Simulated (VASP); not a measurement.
Runs of VASP 6.6.1 on W. The structure is that of space group Im-3m (No. 229), or close to it. The cells are those of the table. 

```tsv
task	cell	k mesh for the DOS	occupations for the DOS	gap on the mesh (eV)	pressure (GPa)
single point	a = 2.602 Å, angles 109.5°, 1 atom	-	-	none	59.3
single point	a = 2.340 Å, angles 109.5°, 1 atom	-	-	none	382.5
single point	a = 2.659 Å, angles 109.5°, 1 atom	-	-	none	(a)
single point	a = 2.520 Å, angles 109.5°, 1 atom	-	-	none	123.4
```

Alike in all rows: level LDA; potentials or basis VASP PAW LDA potentials, release 64 (W_sv); no spin polarisation; k mesh 19 × 19 × 19; cutoff (eV) 520; smearing fermi-dirac 0.1 eV.

Task: Fill in the values left out.

Result: (a) 26.2.

Caveats: spin-orbit coupling is left out, which moves the levels of the heavy elements.

A k mesh can miss the band edges, and the runs leave out spin-orbit coupling on W.

A gap of «none» marks levels without a gap at the run's occupations.
